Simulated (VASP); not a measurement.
# HfH3 (Pm-3m) in VASP: notebook

HfH3 is run at these levels: PBEsol+D3(BJ), LDA, BLYP+D3(BJ); tasks: single point, relaxation of cell and atoms.

Everything below comes from runs of VASP 6.6.1. Logs are shortened: lines on timing, memory, paths and dates and some standing lists are left out, and cuts for length are marked.

## 1. The cell of the first run

It takes space group Pm-3m (No. 221, cubic). The conventional cell has a = 3.027 Å, b = 3.027 Å, c = 3.027 Å, α = 90.00°, β = 90.00°, γ = 90.00°. Within 2.8 Å of Hf (site symmetry m-3m) lie 12 H at 2.14 Å. H (site symmetry 4/mmm) has 4 Hf at 2.14 Å and 8 H at 2.14 Å within 2.8 Å.

## 2. Single point, PBEsol+D3(BJ)

The input, INCAR:

```
SYSTEM = HfH3
PREC = Accurate
ENCUT = 520
EDIFF = 1E-6
ISMEAR = 1
SIGMA = 0.1
LREAL = .FALSE.
LASPH = .TRUE.
NELM = 100
ALGO = Normal
ISIF = 2
LWAVE = .FALSE.
LCHARG = .FALSE.
GGA = PS
IVDW = 12
NBANDS = 14
```

The input, KPOINTS:

```
regular mesh
0
G
  7 7 7
  0 0 0
```

The input, POSCAR:

```
HfH3
1.0
    3.0273217542      0.0000000000      0.0000000000
    0.0000000000      3.0273217542      0.0000000000
    0.0000000000      0.0000000000      3.0273217542
Hf H
1 3
Direct
    0.0000000000      0.0000000000      0.0000000000
    0.0000000000      0.5000000000      0.5000000000
    0.5000000000      0.0000000000      0.5000000000
    0.5000000000      0.5000000000      0.0000000000
```

Potentials or basis: VASP PAW PBE potentials, release 64 (Hf_pv, H).

Started as:

```bash
> cat potpaw_PBE.64/Hf_pv/POTCAR potpaw_PBE.64/H/POTCAR > POTCAR
> mpirun -np 1 vasp_std > vasp.out
```

OUTCAR:

```text
SYSTEM = HfH3
   PREC = Accurate
   ENCUT = 520
   EDIFF = 1E-6
   ISMEAR = 1
   LREAL = .FALSE.
   LASPH = .TRUE.
   NELM = 100
   ISIF = 2
   GGA = PS
   IVDW = 12
 IVDW          = 12

 ion  position               nearest neighbor table
   1  0.000  0.000  0.000-   2 2.14   3 2.14   4 2.14   2 2.14   3 2.14   2 2.14   4 2.14   2 2.14
                             3 2.14   4 2.14   3 2.14   4 2.14
   2  0.000  0.500  0.500-   1 2.14   1 2.14   1 2.14   1 2.14
   3  0.500  0.000  0.500-   1 2.14   1 2.14   1 2.14   1 2.14
   4  0.500  0.500  0.000-   1 2.14   1 2.14   1 2.14   1 2.14

  LATTYP: Found a simple cubic cell.
 ALAT       =     3.0273217542

  Lattice vectors:

 A1 = (   3.0273217542,   0.0000000000,   0.0000000000)
 A2 = (   0.0000000000,   3.0273217542,   0.0000000000)
 A3 = (   0.0000000000,   0.0000000000,   3.0273217542)

Analysis of symmetry for initial positions (statically):
=====================================================================
 Subroutine PRICEL returns:
 Original cell was already a primitive cell.

 Routine SETGRP: Setting up the symmetry group for a
 simple cubic supercell.

 Subroutine GETGRP returns: Found 48 space group operations
 (whereof 48 operations were pure point group operations)
 out of a pool of 48 trial point group operations.

The static configuration has the point symmetry O_h .

Analysis of symmetry for dynamics (positions and initial velocities):
=====================================================================
 Subroutine PRICEL returns:
 Original cell was already a primitive cell.

 Routine SETGRP: Setting up the symmetry group for a
 simple cubic supercell.

 Subroutine GETGRP returns: Found 48 space group operations
 (whereof 48 operations were pure point group operations)
 out of a pool of 48 trial point group operations.

The dynamic configuration has the point symmetry O_h .

 Subroutine INISYM returns: Found 48 space group operations
 (whereof 48 operations are pure point group operations),
 and found     1 'primitive' translations

----------------------------------------------------------------------------------------

                                     Primitive cell

  volume of cell :      27.7444

  direct lattice vectors                    reciprocal lattice vectors
     3.027321754  0.000000000  0.000000000     0.330324981  0.000000000  0.000000000
     0.000000000  3.027321754  0.000000000     0.000000000  0.330324981  0.000000000
     0.000000000  0.000000000  3.027321754     0.000000000  0.000000000  0.330324981

  length of vectors
     3.027321754  3.027321754  3.027321754     0.330324981  0.330324981  0.330324981

[... 96 lines left out ...]
   IALGO  =     38    algorithm
   IMIX   =      4    mixing-type and parameters
     AMIX     =   0.40;   BMIX     =  1.00
     AMIX_MAG =   1.60;   BMIX_MAG =  1.00
  volume/ion in A,a.u.               =       6.94        46.81
  Fermi-wavevector in a.u.,A,eV,Ry     =   1.271542  2.402866 21.998158  1.616819
  Thomas-Fermi vector in A             =   2.404469
   LORBIT       =      0    0 simple, 1 ext, 2 COOP (PROOUT), +10 PAW based schemes
   GGA     = PS    functional components
   LHFCALC =     F    Hartree Fock is set to
   AEXX    =    0.0000 exact exchange contribution
   IVDW    =    12    specifies the selected vdW correction
   LEPSILON=     F    determine dielectric tensor
   LRPA    =     F    only Hartree local field effects (RPA)
 non-spin polarized calculation
 Methfessel and Paxton  Order N= 1 SIGMA  =   0.10
  energy-cutoff  :      520.00
  volume of cell :       27.74
 maximum number of plane-waves:       756
 NGX is ok and might be reduce to    24
   NGX = 11   NGY = 11   NGZ = 11

 number of electron      13.0000003 magnetization

 Free energy of the ion-electron system (eV)
  ---------------------------------------------------
  ext. energy  EPLUGINS =         0.00000000
  ---------------------------------------------------
  free energy    TOTEN  =       -21.64884668 eV

  energy without entropy =      -21.64808047  energy(sigma->0) =      -21.64859128

 E-fermi :   5.4152     XC(G=0): -11.7265

 val. band max:        5.2045268761   @ k =   0.2857   0.2857   0.0000
 cond. band min:       5.4628896301   @ k =   0.2857   0.2857   0.1429
 fundamental gap:      0.2583627539
 Fermi energy:         5.4152357184

 k-point     1 :       0.0000    0.0000    0.0000
  band No.  band energies     occupation
      1     -25.4280      2.00000
      2     -25.4280      2.00000
      3     -25.4280      2.00000
      4      -6.6638      2.00000
      5       0.5957      2.00000
      6       0.5957      2.00000
      7      10.0353      0.00000
      8      10.0353      0.00000
      9      10.0353      0.00000
     10      11.9833      0.00000
     11      11.9833      0.00000
     12      13.6047      0.00000
     13      13.6047      0.00000
     14      13.6047      0.00000
[... 309 lines left out ...]
      1     -25.9376      2.00000
      2     -25.9290      2.00000
      3     -25.9290      2.00000
      4      -1.4470      2.00000
      5      -1.0666      2.00000
      6      -1.0666      2.00000
      7       9.0470      0.00000
      8       9.6540      0.00000
      9       9.6752      0.00000
     10       9.6752      0.00000
     11      13.7854      0.00000
     12      13.7854      0.00000
     13      15.7474      0.00000
     14      15.7474      0.00000

------------------------ aborting loop because EDIFF is reached ----------------------------------------

 Edisp (eV)   -0.74586

 E8    (eV) :    -0.4927

  FORCE on cell =-STRESS in cart. coord.  units (eV):
  Direction    XX          YY          ZZ          XY          YZ          ZX
  --------------------------------------------------------------------------------------
  -------------------------------------------------------------------------------------
  Total      -0.11752    -0.11752    -0.11752    -0.00000     0.00000     0.00000
  in kB      -6.78649    -6.78649    -6.78649    -0.00000     0.00000     0.00000
  external pressure =       -6.79 kB  Pullay stress =        0.00 kB

 VOLUME and BASIS-vectors are now :
 -----------------------------------------------------------------------------
  energy-cutoff  :      520.00
  volume of cell :       27.74
      direct lattice vectors                 reciprocal lattice vectors
     3.027321754  0.000000000  0.000000000     0.330324981  0.000000000  0.000000000
     0.000000000  3.027321754  0.000000000     0.000000000  0.330324981  0.000000000
     0.000000000  0.000000000  3.027321754     0.000000000  0.000000000  0.330324981

 POSITION                                       TOTAL-FORCE (eV/Angst)
 -----------------------------------------------------------------------------------
      0.00000      0.00000      0.00000         0.000000      0.000000      0.000000
      0.00000      1.51366      1.51366         0.000000      0.000000      0.000000
      1.51366      0.00000      1.51366         0.000000      0.000000      0.000000
      1.51366      1.51366      0.00000         0.000000      0.000000      0.000000
 -----------------------------------------------------------------------------------
    total drift:                                0.000000      0.000000     -0.000000

  FREE ENERGIE OF THE ION-ELECTRON SYSTEM (eV)
  ---------------------------------------------------
  free  energy   TOTEN  =       -22.3947099884 eV

  energy  without entropy=      -22.3939437709  energy(sigma->0) =      -22.39445458
```

Run time: 4.3 s. Hardware: 1 thread of Intel Xeon Platinum 8559C (Emerald Rapids), shared host; peak memory 0.15 GiB.

Results:

```
Free energy                : -22.3947 eV
Pressure                   : -0.7 GPa
Dispersion energy per atom : -0.186 eV
```

Caveat: the PAW data sets were made with another functional, which shifts forces and pressure a little; spin-orbit coupling is left out, which moves the levels of the heavy elements; pairwise dispersion overbinds metals, which lowers pressure and volume.

## 3. Single point, LDA

This run uses another cell than the first one, of 6.97 Å³/atom, 1.005 times its volume.

The input, INCAR:

```
ALGO     = Normal         # electronic algorithm
EDIFF    = 1E-6           # SCF threshold, eV
ENCUT    = 520            # plane-wave cutoff, eV
ISIF     = 2              # what is computed and relaxed
ISMEAR   = 1              # smearing method
LASPH    = T              # aspherical terms in the spheres
LCHARG   = F              # write CHGCAR
LREAL    = F              # projectors in reciprocal space
LWAVE    = F              # write WAVECAR
NBANDS   = 14             # bands
NELM     = 100            # most SCF steps
PREC     = Accurate       # precision mode
SIGMA    = 0.1            # smearing width, eV
```

The input, KPOINTS:

```
k-points
0
Gamma
  7 7 7
```

The input, POSCAR:

```
HfH3
1.0
    3.0328561939      0.0000000000      0.0000000000
    0.0000000000      3.0328561939      0.0000000000
    0.0000000000      0.0000000000      3.0328561939
Hf H
1 3
Direct
    0.0000000000      0.0000000000      0.0000000000
    0.0000000000      0.5000000000      0.5000000000
    0.5000000000      0.0000000000      0.5000000000
    0.5000000000      0.5000000000      0.0000000000
```

Potentials or basis: VASP PAW LDA potentials, release 64 (Hf_pv, H).

Started as:

```bash
> cat potpaw_LDA.64/Hf_pv/POTCAR potpaw_LDA.64/H/POTCAR > POTCAR
> mpirun -np 1 vasp_std > vasp.out
```

Wall time 3.1 s (1 thread of Intel Xeon Platinum 8559C (Emerald Rapids), shared host); peak memory 0.12 GiB.

The run converged. Its results:

```yaml
Free_energy: -22.5990 eV
Pressure: -0.2 GPa
```

Levels at points of the mesh, in eV from the Fermi level:
```csv
k point,band 3,band 4,band 5,band 6,band 7,band 8,band 9,band 10
"(0.00, 0.00, 0.00)",-30.73,-11.95,-4.75,-4.75,4.52,4.52,4.52,6.60
```

Caveat: spin-orbit coupling is left out, which moves the levels of the heavy elements.

## 4. Single point, BLYP+D3(BJ)

This run uses another cell than the first one, of 7.09 Å³/atom, 1.022 times its volume.

The input, INCAR:

```
  PREC = Accurate
  ENCUT = 520
  EDIFF = 1E-7
  ISMEAR = 1
  SIGMA = 0.1
  LREAL = F
  LASPH = T
  NELM = 100
  ALGO = Normal
  ISIF = 2
  LWAVE = F
  LCHARG = F
  GGA = B5
  ALDAX = 1.0
  AGGAX = 1.0
  AGGAC = 1.0
  ALDAC = 0.0
  IVDW = 12
  VDW_S6 = 1.0
  VDW_S8 = 2.6996
  VDW_A1 = 0.4298
  VDW_A2 = 4.2359
  NBANDS = 14
```

The input, KPOINTS:

```
regular mesh
0
Gamma
  7 7 7
```

The input, POSCAR:

```
HfH3
1.0
    3.0498155611      0.0000000000      0.0000000000
    0.0000000000      3.0498155611      0.0000000000
    0.0000000000      0.0000000000      3.0498155611
Hf H
1 3
Direct
    0.0000000000      0.0000000000      0.0000000000
    0.0000000000      0.5000000000      0.5000000000
    0.5000000000      0.0000000000      0.5000000000
    0.5000000000      0.5000000000      0.0000000000
```

Potentials or basis: VASP PAW PBE potentials, release 64 (Hf_pv, H).

Started as:

```bash
> cat potpaw_PBE.64/Hf_pv/POTCAR potpaw_PBE.64/H/POTCAR > POTCAR
> mpirun -np 1 vasp_std > vasp.out
```

It took 12 s on 1 thread of Intel Xeon Platinum 8559C (Emerald Rapids), shared host; peak memory 0.15 GiB.

The run converged. Its results:

- Free energy: -21.2027 eV
- Pressure: -0.5 GPa
- Dispersion energy per atom: -0.446 eV

Levels at points of the mesh, in eV from the Fermi level:
```csv
k point,band 2,band 3,band 4,band 5,band 6,band 7,band 8,band 9,band 10,band 11
"(0.00, 0.00, 0.00)",-31.02,-31.02,-11.79,-4.88,-4.88,4.41,4.41,4.41,5.92,5.92
```

Caveat: the PAW data sets were made with another functional, which shifts forces and pressure a little; spin-orbit coupling is left out, which moves the levels of the heavy elements; pairwise dispersion overbinds metals, which lowers pressure and volume.

## 5. Relaxation of cell and atoms, PBEsol+D3(BJ)

This run uses another cell than the first one, of 7.34 Å³/atom, 1.058 times its volume.

The input, INCAR:

```
PREC = Accurate ; ENCUT = 600
EDIFF = 1E-6 ; ISMEAR = 1
SIGMA = 0.1 ; LREAL = F
LASPH = T ; NELM = 80
ALGO = Normal ; ISIF = 3
LWAVE = F ; LCHARG = F
GGA = PS ; IVDW = 12
IBRION = 2 ; NSW = 80
EDIFFG = -0.02
```

The input, KPOINTS:

```
Automatic mesh
0
Gamma
  7 7 7
```

The input, POSCAR:

```
HfH3
1.0
    3.0845540000      0.0000000000      0.0000000000
    0.0000000000      3.0845540000      0.0000000000
    0.0000000000      0.0000000000      3.0845540000
Hf H
1 3
Direct
    0.0000000000      0.0000000000      0.0000000000
    0.0000000000      0.5000000000      0.5000000000
    0.5000000000      0.0000000000      0.5000000000
    0.5000000000      0.5000000000      0.0000000000
```

Started as:

```bash
> cat potpaw_PBE.64/Hf_pv/POTCAR potpaw_PBE.64/H/POTCAR > POTCAR
> mpirun -np 1 vasp_std > vasp.out
```

It took 12 s on 1 thread of Intel Xeon Platinum 8559C (Emerald Rapids), shared host; peak memory 0.17 GiB.

The run converged. Its results:

```yaml
Free_energy: -22.3965 eV
Relaxed_volume: 6.91 Å³/atom
Relaxed_cell: a = 3.024 Å, b = 3.024 Å, c = 3.024 Å, α = 90.00°, β = 90.00°, γ = 90.00°
Space_group_after_relaxing_to_0.05_Å: Pm-3m (No. 221)
Energy_gained_by_relaxing: 11.9 meV/atom
Ionic_steps: 3
Pressure_after_relaxing: 0.0 GPa
Dispersion_energy_per_atom: -0.187 eV
```

Step by step:
```csv
step,energy change (eV),largest force (eV/Å),pressure (GPa),volume (Å³)
1,0.0000,0.0000,-8.39,29.35
2,-0.0473,0.0000,-0.62,27.75
3,-0.0475,0.0000,-0.03,27.64
```

Final structure:
```xyz
4
Lattice="3.0236 0.0000 0.0000 0.0000 3.0236 0.0000 0.0000 0.0000 3.0236" Properties=species:S:1:pos:R:3 pbc="T T T"
Hf    0.0000    0.0000    0.0000
H     0.0000    1.5118    1.5118
H     1.5118    0.0000    1.5118
H     1.5118    1.5118    0.0000
```

Levels at points of the mesh, in eV from the Fermi level:
```tsv
k point	band 4	band 5	band 6	band 7	band 8	band 9
(0.00, 0.00, 0.00)	-12.11	-4.84	-4.84	4.64	4.64	4.64
```

Caveat: the PAW data sets were made with another functional, which shifts forces and pressure a little; spin-orbit coupling is left out, which moves the levels of the heavy elements; pairwise dispersion overbinds metals, which lowers pressure and volume.

## 6. Relaxation of cell and atoms, LDA

This run uses another cell than the first one, of 7.34 Å³/atom, 1.058 times its volume.

The input, INCAR:

```
SYSTEM = HfH3
  PREC = Accurate
  ENCUT = 600
  EDIFF = 1E-6
  ISMEAR = 1
  SIGMA = 0.1
  LREAL = .False.
  LASPH = .True.
  NELM = 100
  ALGO = Normal
  ISIF = 3
  LWAVE = .False.
  LCHARG = .False.
  GGA = CA
  IBRION = 2
  NSW = 80
  EDIFFG = -0.02
```

The input, KPOINTS:

```
Automatic mesh
0
Gamma
  7 7 7
  0 0 0
```

POSCAR is that of step 5.

Potentials or basis: VASP PAW LDA potentials, release 64 (Hf_pv, H).

Started as:

```bash
> cat potpaw_LDA.64/Hf_pv/POTCAR potpaw_LDA.64/H/POTCAR > POTCAR
> mpirun -np 1 vasp_std > vasp.out
```

Wall time 7.4 s (1 thread of Intel Xeon Platinum 8559C (Emerald Rapids), shared host); peak memory 0.15 GiB.

The run converged. Its results:

```yaml
Free_energy: -22.6007 eV
Relaxed_volume: 6.99 Å³/atom
Relaxed_cell: a = 3.035 Å, b = 3.035 Å, c = 3.035 Å, α = 90.00°, β = 90.00°, γ = 90.00°
Space_group_after_relaxing_to_0.05_Å: Pm-3m (No. 221)
Energy_gained_by_relaxing: 8.8 meV/atom
Ionic_steps: 2
Pressure_after_relaxing: -0.4 GPa
```

Step by step:
```tsv
step	energy change (eV)	largest force (eV/Å)	pressure (GPa)	volume (Å³)
1	0.0000	0.0000	-7.30	29.35
2	-0.0353	0.0000	-0.41	27.95
```

Final structure:
```xyz
4
Lattice="3.0348 0.0000 0.0000 0.0000 3.0348 0.0000 0.0000 0.0000 3.0348" Properties=species:S:1:pos:R:3 pbc="T T T"
Hf    0.0000    0.0000    0.0000
H     0.0000    1.5174    1.5174
H     1.5174    0.0000    1.5174
H     1.5174    1.5174    0.0000
```

Levels at points of the mesh, in eV from the Fermi level:
| k point | band 4 | band 5 | band 6 | band 7 | band 8 | band 9 |
| --- | --- | --- | --- | --- | --- | --- |
| (0.00, 0.00, 0.00) | -11.93 | -4.74 | -4.74 | 4.51 | 4.51 | 4.51 |

Caveat: spin-orbit coupling is left out, which moves the levels of the heavy elements.

## 7. Relaxation of cell and atoms, BLYP+D3(BJ)

This run uses another cell than the first one, of 7.34 Å³/atom, 1.058 times its volume.

The input, INCAR:

```
SYSTEM = HfH3
  PREC = Accurate
  ENCUT = 600
  EDIFF = 1E-6
  ISMEAR = 1
  SIGMA = 0.1
  LREAL = .FALSE.
  LASPH = .TRUE.
  NELM = 80
  ALGO = Normal
  ISIF = 3
  LWAVE = .FALSE.
  LCHARG = .FALSE.
  GGA = B5
  ALDAX = 1.0
  AGGAX = 1.0
  AGGAC = 1.0
  ALDAC = 0.0
  IVDW = 12
  VDW_S6 = 1.0
  VDW_S8 = 2.6996
  VDW_A1 = 0.4298
  VDW_A2 = 4.2359
  IBRION = 2
  NSW = 80
  EDIFFG = -0.02
```

The input, KPOINTS:

```
regular mesh
0
G
  7 7 7
  0 0 0
```

POSCAR is that of step 6.

Potentials or basis: VASP PAW PBE potentials, release 64 (Hf_pv, H).

Started as:

```bash
> cat potpaw_PBE.64/Hf_pv/POTCAR potpaw_PBE.64/H/POTCAR > POTCAR
> mpirun -np 1 vasp_std > vasp.out
```

It took 28 s on 1 thread of Intel Xeon Platinum 8559C (Emerald Rapids), shared host; peak memory 0.17 GiB.

The run converged. Its results:

```yaml
Free_energy: -21.2058 eV
Relaxed_volume: 7.10 Å³/atom
Relaxed_cell: a = 3.050 Å, b = 3.050 Å, c = 3.050 Å, α = 90.00°, β = 90.00°, γ = 90.00°
Space_group_after_relaxing_to_0.05_Å: Pm-3m (No. 221)
Energy_gained_by_relaxing: 4.2 meV/atom
Ionic_steps: 2
Pressure_after_relaxing: -0.4 GPa
Dispersion_energy_per_atom: -0.446 eV
```

Step by step:
| step | energy change (eV) | largest force (eV/Å) | pressure (GPa) | volume (Å³) |
| --- | --- | --- | --- | --- |
| 1 | 0.0000 | 0.0000 | -5.02 | 29.35 |
| 2 | -0.0168 | 0.0000 | -0.38 | 28.38 |

Final structure:
```
Hf H
1.0
     3.05035    0.00000    0.00000
     0.00000    3.05035    0.00000
     0.00000    0.00000    3.05035
Hf H
1 3
Direct
  0.00000 0.00000 0.00000
  0.00000 0.50000 0.50000
  0.50000 0.00000 0.50000
  0.50000 0.50000 0.00000
```

Levels at points of the mesh, in eV from the Fermi level:
```tsv
k point	band 2	band 3	band 4	band 5	band 6	band 7	band 8	band 9	band 10
(0.00, 0.00, 0.00)	-31.02	-31.02	-11.79	-4.87	-4.87	4.41	4.41	4.41	5.92
```

Caveat: the PAW data sets were made with another functional, which shifts forces and pressure a little; spin-orbit coupling is left out, which moves the levels of the heavy elements; pairwise dispersion overbinds metals, which lowers pressure and volume.

## 8. Overview

```tsv
task	level	potentials or basis	cell	cutoff (eV)	gap on the mesh (eV)	pressure (GPa)	relaxed volume (Å³/atom)
single point	PBEsol+D3(BJ)	VASP PAW PBE potentials, release 64 (Hf_pv, H)	a = 3.027 Å, 4 atoms	520	none	-0.7	-
single point	LDA	VASP PAW LDA potentials, release 64 (Hf_pv, H)	a = 3.033 Å, 4 atoms	520	none	-0.2	-
single point	BLYP+D3(BJ)	VASP PAW PBE potentials, release 64 (Hf_pv, H)	a = 3.050 Å, 4 atoms	520	none	-0.5	-
relaxation of cell and atoms	PBEsol+D3(BJ)	VASP PAW PBE potentials, release 64 (Hf_pv, H)	relaxed from a = 3.085 Å, 4 atoms	600	none	0.0	6.91
relaxation of cell and atoms	LDA	VASP PAW LDA potentials, release 64 (Hf_pv, H)	relaxed from a = 3.085 Å, 4 atoms	600	none	-0.4	6.99
relaxation of cell and atoms	BLYP+D3(BJ)	VASP PAW PBE potentials, release 64 (Hf_pv, H)	relaxed from a = 3.085 Å, 4 atoms	600	none	-0.4	7.10
```

Alike in all rows: no spin polarisation; k mesh 7 × 7 × 7; smearing methfessel-paxton 0.1 eV.

Caveats: spin-orbit coupling is left out, which moves the levels of the heavy elements; the PAW data sets were made with another functional, which shifts forces and pressure a little (some runs); pairwise dispersion overbinds metals, which lowers pressure and volume (some runs).

Total energies depend on the potentials used, so only differences within one code and one set of settings carry meaning.
